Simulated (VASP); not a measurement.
Cu, 1 atom in the cell. The typed cell holds 1 atom: a = 2.649 Å, b = 2.649 Å, c = 2.649 Å, α = 120.02°, β = 120.02°, γ = 89.96°. 

```yaml
Program: VASP 6.6.1
Task: relaxation of shape and atoms at fixed volume
Functional: PBE
Potentials_or_basis: VASP PAW PBE potentials, release 64 (Cu)
Cutoff: 600 eV
k_mesh: 30 × 30 × 30
Occupations: gaussian, width 0.1 eV
Spin: no spin polarisation
Dipole_correction: no
Further_INCAR_settings: ALGO = Fast; EDIFF = 1e-06; IBRION = 2; EDIFFG = -0.01; NSW = 50; ISIF = 4
```

Potentials or basis: VASP PAW PBE potentials, release 64 (Cu).

Launch:

```bash
$ cat potpaw_PBE.64/Cu/POTCAR > POTCAR
$ mpirun -np 1 vasp_std > vasp.out
```

Hardware: 1 thread of Oxide Virtual Turin-like Processor (shared host).

Estimate the wall time of this run.

Run time: 8.8 min on 1 thread of Oxide Virtual Turin-like Processor (shared host), peak memory 0.39 GiB. Counts: scf iterations 14, k points 1992, ion steps 1.
